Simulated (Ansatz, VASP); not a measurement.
# Two plane-wave programs on CoO

```xyz
2
Lattice="0.0000 2.1315 2.1315 2.1315 0.0000 2.1315 2.1315 2.1315 0.0000" Properties=species:S:1:pos:R:3 pbc="T T T"
Co    0.0000    0.0000    0.0000
O     2.1315    2.1315    2.1315
```

Alike in both runs: task single point; functional PBEsol; k mesh 8 × 8 × 8; occupations gaussian, width 0.05 eV; collinear spin; Hubbard terms Co d U = 1.0 eV.

```csv
,VASP,Ansatz
version,VASP 6.6.1,Ansatz 0.2.0
potentials or method,"VASP PAW PBE potentials, release 64 (Co_sv, O), cutoff 600 eV","scalar-relativistic, plane waves, PAW"
valence electrons in the cell,23,23
```

|  | VASP | Ansatz | Ansatz less VASP |
| --- | --- | --- | --- |
| gap on the k mesh at the Fermi level (eV) | none | none | - |
| pressure (GPa) | -12.8 | -9.8 | +2.99 |
| net moment per atom (μB) | 1.50 | 1.49 | -0.005 |
| size of the moment on the site where the two differ most (μB) | 2.60 | 2.54 | -0.058 |

VASP's potentials were made for PBE, not for PBEsol. Site moments also hang on the region over which each program counts them. The programs project onto different local orbitals, so the same U acts differently, and such runs can settle in different states. A gap of «none» marks a metal or a gap that the smearing closes. Ansatz's warnings: filled band counts differ across k points.
